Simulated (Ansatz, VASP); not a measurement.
One calculation of Ge2Sb2Te5, two programs

```
Ge Sb Te
1.0
     4.56250    0.00000    0.00000
    -2.28125    3.95124    0.00000
     0.00000    0.00000   17.78510
Ge Sb Te
2 2 5
Cartesian
  0.0000 0.0000 5.8953
  0.0000 0.0000 11.8898
  0.0000 2.6342 1.9947
  2.2813 1.3171 15.7904
  0.0000 0.0000 0.0000
  0.0000 2.6342 14.0744
  2.2813 1.3171 3.7107
  0.0000 2.6342 7.2875
  2.2813 1.3171 10.4976
```

Alike in both runs: task single point; functional PBE; k mesh 9 × 9 × 2; occupations gaussian, width 0.03 eV; no spin polarisation.

|  | VASP | Ansatz |
| --- | --- | --- |
| version | VASP 6.6.1 | Ansatz 0.2.0 |
| potentials or method | VASP PAW PBE potentials, release 64 (Ge_d, Sb, Te), cutoff 520 eV | scalar-relativistic, plane waves, PAW |
| valence electrons in the cell | 68 | 138 |

```tsv
	VASP	Ansatz	Ansatz less VASP
gap on the k mesh at the Fermi level (eV)	0.21	0.21	-0.003
least direct gap on the mesh (eV)	0.21	0.21	-0.005
pressure (GPa)	-4.3	-4.3	+0.03
traceless stress, the component that is largest in VASP (GPa)	1.68	1.69	+0.007
rms of the force components (eV/Å)	0.178	0.181	+0.0028
```

Atom by atom the forces differ by 0.004 eV/Å (rms over components). VASP's potentials hold 68 valence electrons a cell and Ansatz's 138, so a difference there can come from the potentials and not from the codes.

Spin-orbit coupling is off throughout.
